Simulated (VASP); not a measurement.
# B3As (Pm-3n) in VASP: further runs

The runs below take B3As through single point, relaxation of cell and atoms, with PBE.

Program: VASP 6.6.1. These are calculated values, not measurements. Logs are shortened: lines on timing, memory, paths and dates and some standing lists are left out, and cuts for length are marked.

## (1) The cell of the first run

It takes space group Pm-3n (No. 223, cubic). The conventional cell has a = 4.279 Å, b = 4.279 Å, c = 4.279 Å, α = 90.00°, β = 90.00°, γ = 90.00°. B (site symmetry -4m2) has 10 B at 2.14 to 2.62 Å and 4 As at 2.39 Å within 2.8 Å. Within 3.2 Å of As (site symmetry m-3) lie 12 B at 2.39 Å.

## (2) Single point, PBE

INCAR

```
  PREC = Accurate
  ENCUT = 520
  EDIFF = 1E-6
  ISMEAR = 0
  SIGMA = 0.1
  LREAL = False
  LASPH = True
  NELM = 80
  ALGO = Normal
  ISIF = 2
  LWAVE = False
  LCHARG = False
  GGA = PE
  NBANDS = 24
```

KPOINTS

```
Automatic mesh
0
Gamma
  4 4 4
```

POSCAR

```
B3As
1.0
    4.2788899685      0.0000000000      0.0000000000
    0.0000000000      4.2788899685      0.0000000000
    0.0000000000      0.0000000000      4.2788899685
B As
6 2
Direct
    0.2500000000      0.0000000000      0.5000000000
    0.7500000000      0.0000000000      0.5000000000
    0.5000000000      0.2500000000      0.0000000000
    0.5000000000      0.7500000000      0.0000000000
    0.0000000000      0.5000000000      0.2500000000
    0.0000000000      0.5000000000      0.7500000000
    0.0000000000      0.0000000000      0.0000000000
    0.5000000000      0.5000000000      0.5000000000
```

Potentials or basis: VASP PAW PBE potentials, release 64 (B, As).

Launch:

```console
$ cat potpaw_PBE.64/B/POTCAR potpaw_PBE.64/As/POTCAR > POTCAR
$ mpirun -np 1 vasp_std > vasp.out
```

OUTCAR:

```text
PREC = Accurate
   ENCUT = 520
   EDIFF = 1E-6
   ISMEAR = 0
   LREAL = False
   LASPH = True
   NELM = 80
   ISIF = 2
   GGA = PE

 ion  position               nearest neighbor table
   1  0.250  0.000  0.500-   2 2.14   2 2.14   8 2.39   7 2.39   8 2.39   7 2.39
   2  0.750  0.000  0.500-   1 2.14   1 2.14   8 2.39   7 2.39   8 2.39   7 2.39
   3  0.500  0.250  0.000-   4 2.14   4 2.14   8 2.39   8 2.39   7 2.39   7 2.39
   4  0.500  0.750  0.000-   3 2.14   3 2.14   8 2.39   8 2.39   7 2.39   7 2.39
   5  0.000  0.500  0.250-   6 2.14   6 2.14   8 2.39   7 2.39   7 2.39   8 2.39
   6  0.000  0.500  0.750-   5 2.14   5 2.14   8 2.39   7 2.39   7 2.39   8 2.39
   7  0.000  0.000  0.000-   1 2.39   2 2.39   3 2.39   4 2.39   5 2.39   6 2.39   1 2.39   2 2.39
                             5 2.39   6 2.39   3 2.39   4 2.39
   8  0.500  0.500  0.500-   1 2.39   2 2.39   3 2.39   4 2.39   5 2.39   6 2.39   3 2.39   4 2.39
                             1 2.39   2 2.39   5 2.39   6 2.39

  LATTYP: Found a simple cubic cell.
 ALAT       =     4.2788899685

  Lattice vectors:

 A1 = (   4.2788899685,   0.0000000000,   0.0000000000)
 A2 = (   0.0000000000,   4.2788899685,   0.0000000000)
 A3 = (   0.0000000000,   0.0000000000,   4.2788899685)

Analysis of symmetry for initial positions (statically):
=====================================================================
 Subroutine PRICEL returns:
 Original cell was already a primitive cell.

 Routine SETGRP: Setting up the symmetry group for a
 simple cubic supercell.

 Subroutine GETGRP returns: Found 48 space group operations
 (whereof 24 operations were pure point group operations)
 out of a pool of 48 trial point group operations.

The static configuration has the point symmetry T_h .
 The point group associated with its full space group is O_h .

Analysis of symmetry for dynamics (positions and initial velocities):
=====================================================================
 Subroutine PRICEL returns:
 Original cell was already a primitive cell.

 Routine SETGRP: Setting up the symmetry group for a
 simple cubic supercell.

 Subroutine GETGRP returns: Found 48 space group operations
 (whereof 24 operations were pure point group operations)
 out of a pool of 48 trial point group operations.

The dynamic configuration has the point symmetry T_h .
 The point group associated with its full space group is O_h .

 Subroutine INISYM returns: Found 48 space group operations
[... 99 lines left out ...]
   NFREE  =      0    steps in history (QN), initial steepest desc. (CG)
   ISIF   =      2    stress and relaxation
   ISYM   =      2    0-nonsym 1-usesym 2-fastsym
   POTIM  = 0.5000    time-step for ionic-motion
   TEBEG  =    0.0;   TEEND  =   0.0 temperature during run
   PSTRESS=    0.0 pullay stress
   NELECT =      28.0000    total number of electrons
   NUPDOWN=      -1.0000    fix difference up-down
   EMIN   =  10.00;   EMAX   =-10.00  energy-range for DOS
   EFERMI =   0.00;   METHOD = LEGACY
   ISMEAR =     0;   SIGMA  =   0.10  broadening in eV -4-tet -1-fermi 0-gaus
   EFERMI_NEDOS =   21; number of points for ismear=-14 and -15
   IALGO  =     38    algorithm
   IMIX   =      4    mixing-type and parameters
     AMIX     =   0.40;   BMIX     =  1.00
     AMIX_MAG =   1.60;   BMIX_MAG =  1.00
  volume/ion in A,a.u.               =       9.79        66.08
  Fermi-wavevector in a.u.,A,eV,Ry     =   1.161796  2.195475 18.364722  1.349769
  Thomas-Fermi vector in A             =   2.298364
   LORBIT       =      0    0 simple, 1 ext, 2 COOP (PROOUT), +10 PAW based schemes
   GGA     = PE    functional components
   LHFCALC =     F    Hartree Fock is set to
   AEXX    =    0.0000 exact exchange contribution
   IVDW    =     0    specifies the selected vdW correction
   LEPSILON=     F    determine dielectric tensor
   LRPA    =     F    only Hartree local field effects (RPA)
 non-spin polarized calculation
 Gauss-broadening in eV      SIGMA  =   0.10
  energy-cutoff  :      520.00
  volume of cell :       78.34
 maximum number of plane-waves:      2176
 NGX is ok and might be reduce to    32
   NGX = 15   NGY = 15   NGZ = 15

 number of electron      28.0000001 magnetization

 Free energy of the ion-electron system (eV)
  ---------------------------------------------------
  ext. energy  EPLUGINS =         0.00000000
  ---------------------------------------------------
  free energy    TOTEN  =       -33.75028823 eV

  energy without entropy =      -33.74073479  energy(sigma->0) =      -33.74551151

 E-fermi :   8.0516     XC(G=0): -11.7906

 val. band max:        7.6822590922   @ k =   0.2500   0.2500   0.0000
 cond. band min:       8.0884988174   @ k =   0.5000   0.0000   0.0000
 fundamental gap:      0.4062397252
 Fermi energy:         8.0515905145

 k-point     1 :       0.0000    0.0000    0.0000
  band No.  band energies     occupation
      1      -8.7537      2.00000
      2      -4.0956      2.00000
      3      -0.7343      2.00000
      4      -0.7343      2.00000
      5      -0.7343      2.00000
      6      -0.0521      2.00000
[... 259 lines left out ...]
     23      11.2259      0.00000
     24      11.2259      0.00000

------------------------ aborting loop because EDIFF is reached ----------------------------------------

  FORCE on cell =-STRESS in cart. coord.  units (eV):
  Direction    XX          YY          ZZ          XY          YZ          ZX
  --------------------------------------------------------------------------------------
  -------------------------------------------------------------------------------------
  Total        0.1827794      0.1827794      0.1827794     -0.0000000      0.0000000      0.0000000
  in kB        3.7380451      3.7380451      3.7380451     -0.0000000      0.0000000      0.0000000
  external PRESSURE =       3.7380451 kB  Pullay stress =       0.0000000 kB

 VOLUME and BASIS-vectors are now :
 -----------------------------------------------------------------------------
  energy-cutoff  :      520.00
  volume of cell :       78.34
      direct lattice vectors                 reciprocal lattice vectors
     4.278889968  0.000000000  0.000000000     0.233705472  0.000000000  0.000000000
     0.000000000  4.278889968  0.000000000     0.000000000  0.233705472  0.000000000
     0.000000000  0.000000000  4.278889968     0.000000000  0.000000000  0.233705472

 POSITION                                       TOTAL-FORCE (eV/Angst)
 -----------------------------------------------------------------------------------
      1.06972      0.00000      2.13944        -0.000000      0.000000      0.000000
      3.20917      0.00000      2.13944         0.000000     -0.000000     -0.000000
      2.13944      1.06972      0.00000        -0.000000     -0.000000     -0.000000
      2.13944      3.20917      0.00000         0.000000      0.000000      0.000000
      0.00000      2.13944      1.06972         0.000000     -0.000000     -0.000000
      0.00000      2.13944      3.20917         0.000000      0.000000     -0.000000
      0.00000      0.00000      0.00000        -0.000000      0.000000     -0.000000
      2.13944      2.13944      2.13944        -0.000000      0.000000     -0.000000
 -----------------------------------------------------------------------------------
    total drift:                                0.000000     -0.000000      0.000000

  FREE ENERGIE OF THE ION-ELECTRON SYSTEM (eV)
  ---------------------------------------------------
  free  energy   TOTEN  =       -33.7502882345 eV

  energy  without entropy=      -33.7407347946  energy(sigma->0) =      -33.74551151
```

Wall time 7.5 s (1 thread of Intel Xeon 6975P-C (Granite Rapids), shared host); peak memory 0.17 GiB.

Results:

```yaml
Free_energy: -33.7503 eV
Pressure: 0.4 GPa
Band_gap_on_the_k_mesh: zero (band 14 reaches 10.32 eV, above the bottom of band 15 at 7.11 eV)
```

Caveat: the k points lie up to 0.37 Å⁻¹ apart.

## (3) Single point, PBE

This run uses another cell than the first one, of 13.80 Å³/atom, 1.409 times its volume.

INCAR

```
SYSTEM = B3As
ALGO = Normal ; EDIFF = 1E-6
ENCUT = 520 ; GGA = PE
ISIF = 2 ; ISMEAR = 0
LASPH = .True. ; LCHARG = .False.
LREAL = .False. ; LWAVE = .False.
NBANDS = 24 ; NELM = 100
PREC = Accurate ; SIGMA = 0.1
```

KPOINTS

```
k-points
0
Gamma
  4 4 4
  0 0 0
```

POSCAR, as its differences from that of step 2:

```diff
@@ -2,5 +2,5 @@
 1.0
-    4.2788899685      0.0000000000      0.0000000000
-    0.0000000000      4.2788899685      0.0000000000
-    0.0000000000      0.0000000000      4.2788899685
+    4.7974815100      0.0000000000      0.0000000000
+    0.0000000000      4.7974815100      0.0000000000
+    0.0000000000      0.0000000000      4.7974815100
 B As
```

Potentials or basis: VASP PAW PBE potentials, release 64 (B, As).

Launch:

```console
$ cat potpaw_PBE.64/B/POTCAR potpaw_PBE.64/As/POTCAR > POTCAR
$ mpirun -np 1 vasp_std > vasp.out
```

Run time: 11 s. Hardware: 1 thread of Intel Xeon 6975P-C (Granite Rapids), shared host; peak memory 0.2 GiB.

It converged, with:

| Item | Value |
| --- | --- |
| Free energy | -31.1986 eV |
| Pressure | -19.6 GPa |
| Band gap on the k mesh | zero (band 14 reaches 5.74 eV, above the bottom of band 15 at 3.53 eV) |

Levels at points of the mesh, in eV from the Fermi level:
```tsv
k point	band 12	band 13	band 14	band 15	band 16	band 17
(0.00, 0.00, 0.00)	-2.24	-2.24	-0.92	-0.92	-0.92	0.11
(0.50, 0.00, 0.00)	-1.78	-0.68	-0.68	-0.01	-0.01	0.63
(0.50, 0.50, 0.00)	-2.41	0.31	0.64	0.87	0.87	1.38
(0.50, 0.50, 0.50)	1.29	1.29	1.29	1.29	1.29	2.31
```

## (4) Relaxation of cell and atoms, PBE

This run uses another cell than the first one, of 13.80 Å³/atom, 1.409 times its volume.

INCAR

```
SYSTEM = B3As
PREC = Accurate
ENCUT = 600
EDIFF = 1E-6
ISMEAR = 0
SIGMA = 0.1
LREAL = .FALSE.
LASPH = .TRUE.
NELM = 100
ALGO = Normal
ISIF = 3
LWAVE = .FALSE.
LCHARG = .FALSE.
GGA = PE
IBRION = 2
NSW = 90
EDIFFG = -0.04
```

KPOINTS

```
Automatic mesh
0
G
  4 4 4
  0 0 0
```

POSCAR is that of step 3.

Potentials or basis: VASP PAW PBE potentials, release 64 (B, As).

Launch:

```console
$ cat potpaw_PBE.64/B/POTCAR potpaw_PBE.64/As/POTCAR > POTCAR
$ mpirun -np 1 vasp_std > vasp.out
```

OUTCAR:

```text
SYSTEM = B3As
   PREC = Accurate
   ENCUT = 600
   EDIFF = 1E-6
   ISMEAR = 0
   LREAL = .FALSE.
   LASPH = .TRUE.
   NELM = 100
   ISIF = 3
   GGA = PE
   IBRION = 2
   NSW = 90
   EDIFFG = -0.04

 ion  position               nearest neighbor table
   1  0.250  0.000  0.500-
   2  0.750  0.000  0.500-
   3  0.500  0.250  0.000-
   4  0.500  0.750  0.000-
   5  0.000  0.500  0.250-
   6  0.000  0.500  0.750-
   7  0.000  0.000  0.000-
   8  0.500  0.500  0.500-

  LATTYP: Found a simple cubic cell.
 ALAT       =     4.7974815100

  Lattice vectors:
[... 183 lines left out ...]

  FORCE on cell =-STRESS in cart. coord.  units (eV):
  Direction    XX          YY          ZZ          XY          YZ          ZX
  --------------------------------------------------------------------------------------
  -------------------------------------------------------------------------------------
  Total      -13.5330199    -13.5330199    -13.5330199     -0.0000000      0.0000000     -0.0000000
  in kB     -196.3655841   -196.3655841   -196.3655841     -0.0000000      0.0000000     -0.0000000
  external PRESSURE =    -196.3655841 kB  Pullay stress =       0.0000000 kB
[... 71 lines left out ...]
--------------------------------------- Ionic step        3  -------------------------------------------

 number of electron      27.9999999 magnetization

 Free energy of the ion-electron system (eV)
  ---------------------------------------------------
  ext. energy  EPLUGINS =         0.00000000
  ---------------------------------------------------
  free energy    TOTEN  =       -33.75721747 eV

  energy without entropy =      -33.74766155  energy(sigma->0) =      -33.75243951

 E-fermi :   8.0757     XC(G=0): -11.7983

 val. band max:        7.7039038533   @ k =   0.0000   0.0000   0.0000
 cond. band min:       8.1117430294   @ k =   0.5000   0.0000   0.0000
 fundamental gap:      0.4078391761
 Fermi energy:         8.0756929147

 k-point     1 :       0.0000    0.0000    0.0000
  band No.  band energies     occupation
      1      -8.7517      2.00000
      2      -4.0821      2.00000
      3      -0.7275      2.00000
      4      -0.7275      2.00000
      5      -0.7275      2.00000
      6      -0.0407      2.00000
[... 244 lines left out ...]
  FREE ENERGIE OF THE ION-ELECTRON SYSTEM (eV)
  ---------------------------------------------------
  free  energy   TOTEN  =       -33.7572174669 eV

  energy  without entropy=      -33.7476615457  energy(sigma->0) =      -33.75243951

 reached required accuracy - stopping structural energy minimisation
```

It took 34 s on 1 thread of Intel Xeon 6975P-C (Granite Rapids), shared host; peak memory 0.25 GiB.

What came out:

| Property | Result |
| --- | --- |
| Free energy | -33.7572 eV |
| Relaxed volume | 9.77 Å³/atom |
| Relaxed cell | a = 4.276 Å, b = 4.276 Å, c = 4.276 Å, α = 90.00°, β = 90.00°, γ = 90.00° |
| Space group after relaxing (to 0.05 Å) | Pm-3n (No. 223) |
| Energy gained by relaxing | 319.7 meV/atom |
| Ionic steps | 3 |
| Pressure after relaxing | 0.6 GPa |

The path:
```csv
step,energy change (eV),largest force (eV/Å),pressure (GPa),volume (Å³)
1,0.0000,0.0000,-19.64,110.42
2,-2.3534,0.0000,-8.48,85.53
3,-2.5573,0.0000,0.61,78.20
```

Final structure:
```
B As
1.0
     4.27629    0.00000    0.00000
     0.00000    4.27629    0.00000
     0.00000    0.00000    4.27629
B As
6 2
Direct
  0.25000 0.00000 0.50000
  0.75000 0.00000 0.50000
  0.50000 0.25000 0.00000
  0.50000 0.75000 0.00000
  0.00000 0.50000 0.25000
  0.00000 0.50000 0.75000
  0.00000 0.00000 0.00000
  0.50000 0.50000 0.50000
```

Levels at points of the mesh, in eV from the Fermi level:
```tsv
k point	band 11	band 12	band 13	band 14	band 15	band 16
(0.00, 0.00, 0.00)	-3.11	-3.11	-2.95	-0.88	-0.88	-0.88
(0.50, 0.00, 0.00)	-1.72	-1.72	0.04	0.04	0.10	0.10
(0.50, 0.50, 0.00)	-4.23	-3.28	1.10	1.10	1.21	1.47
(0.50, 0.50, 0.50)	2.26	2.26	2.26	2.26	2.34	2.34
```

Caveat: the volume moved by over 15 % at a fixed basis, so the end points are rough; the bands computed are all filled at some k points, so no gap is given.

## (5) Overview

| task | cell | cutoff (eV) | gap on the mesh (eV) | pressure (GPa) |
| --- | --- | --- | --- | --- |
| single point | a = 4.279 Å, 8 atoms | 520 | none | 0.4 |
| single point | a = 4.797 Å, 8 atoms | 520 | none | -19.6 |
| relaxation of cell and atoms | relaxed from a = 4.797 Å, 8 atoms | 600 | - | 0.6 |

Alike in all rows: level PBE; potentials or basis VASP PAW PBE potentials, release 64 (B, As); no spin polarisation; k mesh 4 × 4 × 4; smearing gaussian 0.1 eV.

Caveats: some runs use coarse meshes; the volume moved by over 15 % at a fixed basis, so the end points are rough (some runs); the bands computed are all filled at some k points, so no gap is given (some runs).

Total energies depend on the potentials used, so only differences within one code and one set of settings carry meaning.
